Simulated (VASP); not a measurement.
# LiNiTeO4 (Imma) in VASP: single point with LDA+U

Aim: the single point of LiNiTeO4 with LDA+U.

Everything below comes from runs of VASP 6.6.1. Logs are shortened: lines on timing, memory, paths and dates and some standing lists are left out, and cuts for length are marked.

### Step 1. The cell of the first run

The structure is orthorhombic, space group Imma (No. 74). Conventional cell: a = 5.795 Å, b = 6.410 Å, c = 7.887 Å, α = 90.00°, β = 90.00°, γ = 90.00°. Li (site symmetry 2/m) has 6 O at 2.03 to 2.14 Å within 2.7 Å. Ni (site symmetry 2/m) has 6 O at 1.92 to 2.03 Å within 2.5 Å. Within 2.5 Å of Te (site symmetry mm2) lie 4 O at 1.88 to 2.08 Å. Within 2.5 Å of O (site symmetry m) lie 1 Te at 1.88 Å and 1 Ni at 2.03 Å and 2 Li at 2.14 Å. O (site symmetry m) has 2 Ni at 1.92 Å and 1 Li at 2.03 Å and 1 Te at 2.08 Å and 1 O at 2.53 Å within 2.6 Å.

### Step 2. Single point, LDA+U, collinear spin, ferromagnetic start

The input, INCAR:

```
SYSTEM = LiNiTeO4
PREC = Accurate ; ENCUT = 520
EDIFF = 1E-6 ; ISMEAR = -1
SIGMA = 0.05 ; LREAL = .FALSE.
LASPH = .TRUE. ; NELM = 150
ALGO = Normal ; ISIF = 2
LWAVE = .FALSE. ; LCHARG = .FALSE.
ISPIN = 2 ; MAGMOM = 0 0 2 2 0 0 0 0 0 0 0 0 0 0
LORBIT = 11 ; LMAXMIX = 4
LDAU = .TRUE. ; LDAUTYPE = 1
LDAUL = -1 2 -1 -1 ; LDAUU = 0 4.29 0 0
LDAUJ = 0 0.48 0 0 ; LDAUPRINT = 1
GGA = CA ; NBANDS = 60
```

The input, KPOINTS:

```
Automatic mesh
0
G
  4 4 4
  0 0 0
```

The input, POSCAR:

```
LiNiTeO4
1.0
    0.0000000000      5.7949978894      0.0000000000
    6.4101636271      0.0000000000     -0.0000003362
    3.2050816067      2.8974989447     -3.9434047655
Li Ni Te O
2 2 2 8
Direct
    0.0000000000      0.0000000000      0.5000000000
    0.0000000000      0.5000000000      0.5000000000
    0.0000000000      0.0000000000      0.0000000000
    0.5000000000      0.0000000000      0.0000000000
    0.6538207407      0.4038207407      0.1923585185
    0.3461792593      0.5961792593      0.8076414815
    0.2512147712      0.2574532453      0.4850935095
    0.7636917194      0.2574532453      0.4850935095
    0.7487852288      0.7425467547      0.5149064905
    0.2363082806      0.7425467547      0.5149064905
    0.2533321723      0.2002975173     -0.0066643446
    0.2533321723      0.8063668273     -0.0066643446
    0.7466678277      0.1936331727      1.0066643446
    0.7466678277      0.7997024827      1.0066643446
```

Potentials or basis: VASP PAW LDA potentials, release 64 (Li_sv, Ni, Te, O).

Started as:

```
cat potpaw_LDA.64/Li_sv/POTCAR potpaw_LDA.64/Ni/POTCAR potpaw_LDA.64/Te/POTCAR potpaw_LDA.64/O/POTCAR > POTCAR
mpirun -np 1 vasp_std > vasp.out
```

OUTCAR:

```text
SYSTEM = LiNiTeO4
   PREC = Accurate
   ENCUT = 520
   EDIFF = 1E-6
   ISMEAR = -1
   LREAL = .FALSE.
   LASPH = .TRUE.
   NELM = 150
   ISIF = 2
   ISPIN = 2
   LORBIT = 11
   GGA = CA

 ion  position               nearest neighbor table
   1  0.000  0.000  0.500-  14 2.03  11 2.03  10 2.14   8 2.14   7 2.14   9 2.14
   2  0.000  0.500  0.500-  13 2.03  12 2.03  10 2.14   8 2.14   7 2.14   9 2.14
   3  0.000  0.000  0.000-  12 1.92  13 1.92  11 1.92  14 1.92   9 2.03   7 2.03   4 2.90   4 2.90

   4  0.500  0.000  0.000-  12 1.92  13 1.92  11 1.92  14 1.92  10 2.03   8 2.03   3 2.90   3 2.90

   5  0.654  0.404  0.192-   7 1.88   8 1.88  13 2.08  14 2.08   6 3.27   6 3.27
   6  0.346  0.596  0.808-   9 1.88  10 1.88  12 2.08  11 2.08   5 3.27   5 3.27
   7  0.251  0.257  0.485-   5 1.88   3 2.03   2 2.14   1 2.14
   8  0.764  0.257  0.485-   5 1.88   4 2.03   2 2.14   1 2.14
   9  0.749  0.743  0.515-   6 1.88   3 2.03   2 2.14   1 2.14
  10  0.236  0.743  0.515-   6 1.88   4 2.03   2 2.14   1 2.14
  11  0.253  0.200  0.993-   3 1.92   4 1.92   1 2.03   6 2.08
  12  0.253  0.806  0.993-   3 1.92   4 1.92   2 2.03   6 2.08
  13  0.747  0.194  0.007-   3 1.92   4 1.92   2 2.03   5 2.08
  14  0.747  0.800  0.007-   3 1.92   4 1.92   1 2.03   5 2.08

  LATTYP: Found a body centered orthorhombic cell.
 ALAT       =     5.7949978894
 B/A-ratio  =     1.1061546094
 C/A-ratio  =     1.3609684327

  Lattice vectors:

 A1 = (   3.2050820204,   2.8974989447,   3.9434044293)
 A2 = (  -3.2050816067,  -2.8974989447,   3.9434047655)
 A3 = (   3.2050816067,  -2.8974989447,  -3.9434047655)

Analysis of symmetry for initial positions (statically):
=====================================================================
 Subroutine PRICEL returns:
 Original cell was already a primitive cell.

 Routine SETGRP: Setting up the symmetry group for a
 body centered orthorhombic supercell.

 Subroutine GETGRP returns: Found  8 space group operations
 (whereof  4 operations were pure point group operations)
 out of a pool of  8 trial point group operations.

The static configuration has the point symmetry C_2h.
 The point group associated with its full space group is D_2h.

Analysis of symmetry for dynamics (positions and initial velocities):
=====================================================================
 Subroutine PRICEL returns:
 Original cell was already a primitive cell.

 Routine SETGRP: Setting up the symmetry group for a
[... 1307 lines left out ...]
     54      15.2512      0.00000
     55      15.3850      0.00000
 Fermi energy:         5.9818153096

 spin component 2

 k-point     1 :       0.0000    0.0000    0.0000
  band No.  band energies     occupation
      1     -36.6194      1.00000
      2     -36.6130      1.00000
      3     -14.1784      1.00000
      4     -13.1069      1.00000
      5     -11.9965      1.00000
      6     -11.9580      1.00000
[... 1033 lines left out ...]
     54      15.2447      0.00000
     55      15.3819      0.00000
 [bands above 55 left out]

------------------------ aborting loop because EDIFF is reached ----------------------------------------

  FORCE on cell =-STRESS in cart. coord.  units (eV):
  Direction    XX          YY          ZZ          XY          YZ          ZX
  --------------------------------------------------------------------------------------
  -------------------------------------------------------------------------------------
  Total       -1.9856540     -1.7531351     -1.3797942      0.0000000      0.0000000      0.0000000
  in kB      -21.7180300    -19.1748610    -15.0914569      0.0000000      0.0000000      0.0000003
  external PRESSURE =     -18.6614493 kB  Pullay stress =       0.0000000 kB

 VOLUME and BASIS-vectors are now :
 -----------------------------------------------------------------------------
  energy-cutoff  :      520.00
  volume of cell :      146.49
      direct lattice vectors                 reciprocal lattice vectors
     0.000000000  5.794997889  0.000000000     0.000000007  0.172562617  0.126793989
     6.410163627  0.000000000 -0.000000336     0.156002265  0.000000000  0.126793981
     3.205081607  2.897498945 -3.943404765    -0.000000013  0.000000000 -0.253587978

 POSITION                                       TOTAL-FORCE (eV/Angst)
 -----------------------------------------------------------------------------------
      1.60254      1.44875     -1.97170         0.000000     -0.000000      0.000000
      4.80762      1.44875     -1.97170         0.000000     -0.000000      0.000000
      0.00000      0.00000      0.00000         0.000000     -0.000000      0.000000
      0.00000      2.89750      0.00000         0.000000     -0.000000      0.000000
      3.20508      4.34625     -0.75855         0.000000     -0.000000      0.137211
      6.41016      4.34625     -3.18486        -0.000000     -0.000000     -0.137211
      3.20508      2.86135     -1.91292        -0.000000     -0.070573     -0.209773
      3.20508      5.83115     -1.91292        -0.000000      0.070573     -0.209773
      6.41016      5.83115     -2.03048         0.000000      0.070573      0.209773
      6.41016      2.86135     -2.03048         0.000000     -0.070573      0.209773
      4.46766      4.34625     -3.91712        -0.211995     -0.000000      0.015293
      8.35267      4.34625     -3.91712         0.211995     -0.000000      0.015293
      1.26258      4.34625     -0.02628        -0.211995     -0.000000     -0.015293
      5.14758      4.34625     -0.02628         0.211995     -0.000000     -0.015293
 -----------------------------------------------------------------------------------
    total drift:                                0.000000      0.000000     -0.000000

  FREE ENERGIE OF THE ION-ELECTRON SYSTEM (eV)
  ---------------------------------------------------
  free  energy   TOTEN  =       -83.9091041502 eV

  energy  without entropy=      -83.9018461643  energy(sigma->0) =      -83.90547516

 total charge

# of ion       s       p       d       tot
------------------------------------------
    1        2.017   0.070   0.000   2.088
    2        2.017   0.070   0.000   2.088
    3        0.408   0.594   8.322   9.324
    4        0.408   0.594   8.322   9.324
    5        1.426   1.540   0.306   3.273
    6        1.426   1.540   0.306   3.273
    7        1.570   3.427   0.000   4.997
    8        1.570   3.427   0.000   4.997
    9        1.570   3.427   0.000   4.997
   10        1.570   3.427   0.000   4.997
   11        1.570   3.407   0.000   4.977
   12        1.570   3.407   0.000   4.977
   13        1.570   3.407   0.000   4.977
   14        1.570   3.407   0.000   4.977
--------------------------------------------------
tot         20.265  31.743  17.258  69.265

 magnetization (x)

# of ion       s       p       d       tot
------------------------------------------
    1        0.000   0.000   0.000   0.000
    2        0.000   0.000   0.000   0.000
    3        0.004   0.001   1.187   1.192
    4        0.004   0.001   1.187   1.192
    5       -0.041   0.005   0.003  -0.033
    6       -0.041   0.005   0.003  -0.033
    7        0.005   0.002   0.000   0.007
    8        0.005   0.002   0.000   0.007
    9        0.005   0.002   0.000   0.007
   10        0.005   0.002   0.000   0.007
   11        0.005  -0.084   0.000  -0.080
   12        0.005  -0.084   0.000  -0.080
   13        0.005  -0.084   0.000  -0.080
   14        0.005  -0.084   0.000  -0.080
--------------------------------------------------
tot         -0.035  -0.315   2.379   2.030
```

OSZICAR:

```text
N       E                     dE             d eps       ncg     rms          rms(c)
DAV:   1     0.927290314950E+03    0.92729E+03   -0.38525E+04  4320   0.156E+03
DAV:   2     0.328651487384E+02   -0.89443E+03   -0.82653E+03  4724   0.427E+02
DAV:   3    -0.925727680894E+02   -0.12544E+03   -0.12040E+03  4828   0.167E+02
[... 10 lines left out ...]
DAV:  14    -0.839087959370E+02   -0.42154E-03   -0.21352E-03  6008   0.276E-01    0.184E-01
DAV:  15    -0.839090265864E+02   -0.23065E-03   -0.57380E-04  6432   0.206E-01    0.117E-01
DAV:  16    -0.839090860192E+02   -0.59433E-04   -0.36620E-04  6688   0.214E-01    0.665E-02
DAV:  17    -0.839091032186E+02   -0.17199E-04   -0.13932E-04  6040   0.842E-02    0.222E-02
DAV:  18    -0.839091038431E+02   -0.62448E-06   -0.12634E-05  5312   0.365E-02    0.126E-02
DAV:  19    -0.839091041502E+02   -0.30708E-06   -0.58771E-06  4160   0.188E-02
   1 F= -.83909104E+02 E0= -.83905475E+02  d E =-.725799E-02  mag=     2.0038
```

stdout:

```text
POSCAR found type information on POSCAR LiNiTeO
 POSCAR found :  4 types and      14 ions
 scaLAPACK will be used
 LDA part: xc-table for (Slater(with rela. corr.)+CA(PZ))
 , standard interpolation
 POSCAR, INCAR and KPOINTS ok, starting setup
 FFT: planning ... GRIDC
 FFT: planning ... GRID_SOFT
 FFT: planning ... GRID
 WAVECAR not read
 entering main loop
```

Wall time 13 min (1 thread of Intel Xeon 8259CL, shared host); peak memory 0.39 GiB.

Results:

- Free energy: -83.9091 eV
- Largest force: 0.221 eV/Å
- Band gap on the k mesh: zero (filled and empty bands overlap)
- Net moment: 2.00 μB per cell
- Site moments: Li +0.00; Ni +1.19; Te -0.03; O +0.01, -0.08 (each value once) μB
- Valence electrons inside the program's atomic spheres: Li 2.09; Ni 9.32; Te 3.27; O 5.00, 4.98 (each value once)

Forces in eV/Å, atoms in the order of the input:
```
Li   0.000  0.000  0.000
Li   0.000  0.000  0.000
Ni   0.000  0.000  0.000
Ni   0.000  0.000  0.000
Te   0.000  0.000  0.137
Te   0.000  0.000 -0.137
O    0.000 -0.071 -0.210
O    0.000  0.071 -0.210
O    0.000  0.071  0.210
O    0.000 -0.071  0.210
O   -0.212  0.000  0.015
O    0.212  0.000  0.015
O   -0.212  0.000 -0.015
O    0.212  0.000 -0.015
```

Eigenvalues of the final occupation matrices:
```csv
site,spin,trace,eigenvalues
site 3 d,1,4.77,0.85 0.97 0.97 0.98 1.00
site 3 d,2,3.58,0.27 0.38 0.97 0.98 0.98
site 4 d,1,4.77,0.85 0.97 0.97 0.98 1.00
site 4 d,2,3.58,0.27 0.38 0.97 0.98 0.98
```

Caveat: the cutoff is under 1.25 times the usual one of these potentials, so pressure, stress and relaxed cells hold a basis-set (Pulay) error; spin-orbit coupling is left out, which moves the levels of the heavy elements.
